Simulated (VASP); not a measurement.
Set up this calculation in VASP 6.6.1, as the native input.

```
Task                   : single point
Functional             : r2SCAN
Potentials or basis    : VASP PAW PBE potentials, release 64 (Si, O)
Cutoff                 : 520 eV
k mesh                 : 6 × 6 × 4
Occupations            : gaussian, width 0.02 eV
Spin                   : no spin polarisation
Dipole correction      : no
Further INCAR settings : ALGO = Normal; EDIFF = 1e-07; NBANDS = 34
```

The system is SiO2.

```
Si O
1.0
     5.05968    0.00000    0.00000
    -2.52984    4.38181    0.00000
     0.00000    0.00000    5.54109
Si O
3 6
Cartesian
  -1.2649 2.1909 1.8470
  1.2649 2.1909 3.6941
  2.5298 0.0000 0.0000
  0.9493 3.4693 4.6176
  2.5298 2.5568 2.7705
  3.4792 0.9125 0.9235
  1.5805 0.9125 4.6176
  0.0000 1.8250 2.7705
  -0.9493 3.4693 0.9235
```

One way to write it, as run:

POSCAR

```
SiO2
1.0
    5.0596778637      0.0000000000      0.0000000000
   -2.5298389318      4.3818095649      0.0000000000
    0.0000000000      0.0000000000      5.5410856313
Si O
3 6
Direct
    0.0000000000      0.5000000000      0.3333333333
    0.5000000000      0.5000000000      0.6666666667
    0.5000000000      0.0000000000      0.0000000000
    0.5834989518      0.7917494759      0.8333333333
    0.7917494759      0.5834989518      0.5000000000
    0.7917494759      0.2082505241      0.1666666667
    0.4165010482      0.2082505241      0.8333333333
    0.2082505241      0.4165010482      0.5000000000
    0.2082505241      0.7917494759      0.1666666667
```

INCAR.step1

```
SYSTEM = SiO2
PREC = Accurate ; ENCUT = 520
ISMEAR = 0 ; SIGMA = 0.02
LREAL = .FALSE. ; LASPH = .TRUE.
NELM = 60 ; NBANDS = 34
GGA = PE ; ALGO = Normal
EDIFF = 1E-4 ; LWAVE = .TRUE.
LCHARG = .FALSE.
```

INCAR.step2

```
SYSTEM = SiO2
PREC = Accurate ; ENCUT = 520
EDIFF = 1E-7 ; ISMEAR = 0
SIGMA = 0.02 ; LREAL = .FALSE.
LASPH = .TRUE. ; NELM = 60
ALGO = Normal ; ISIF = 2
LWAVE = .FALSE. ; LCHARG = .FALSE.
METAGGA = R2SCAN ; LMIXTAU = .TRUE.
NBANDS = 34 ; ISTART = 1
```

KPOINTS

```
Automatic mesh
0
G
  6 6 4
  0 0 0
```

Potentials or basis: VASP PAW PBE potentials, release 64 (Si, O).

The run is started by

```sh
$ cat potpaw_PBE.64/Si/POTCAR potpaw_PBE.64/O/POTCAR > POTCAR
$ cp INCAR.step1 INCAR
$ mpirun -np 1 vasp_std > vasp.out
$ cp INCAR.step2 INCAR
$ mpirun -np 1 vasp_std > vasp.out
```

It gave:

The pressure is 0.1 GPa, the largest force is 0.012 eV/Å and the band gap on the k mesh is 6.30 eV (least direct gap 6.49 eV).

Caveat: the PAW data sets were made with another functional, which shifts forces and pressure a little.

It took 2.7 min on 1 thread of Intel(R) Xeon(R) 6975P-C (Granite Rapids), on a shared host, peak memory 0.29 GiB.
